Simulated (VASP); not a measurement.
MgO:

```
Mg O
1.0
     0.00000    2.10850    2.10850
     2.10850    0.00000    2.10850
     2.10850    2.10850    0.00000
Mg O
1 1
Direct
  0.00000 0.00000 0.00000
  0.50000 0.50000 0.50000
```

Base run:

```yaml
Program: VASP 6.6.1
Functional: RPBE
Potentials_or_basis: VASP PAW PBE potentials, release 64 (Mg, O)
Cutoff: 600 eV
k_mesh: 8 × 8 × 8
Occupations: gaussian, width 0.01 eV
Spin: no spin polarisation
```

Its results: band gap on the k mesh 4.80 eV; pressure 7.8 GPa.

**Question.** The run is repeated on the same cell with these changes: functional from RPBE to revPBE. What comes out?

**Answer.** Band gap on the k mesh 4.78 eV; pressure 6.7 GPa.

Caveats: the cell stands under pressure; the PAW data sets were made with another functional, which shifts forces and pressure a little.

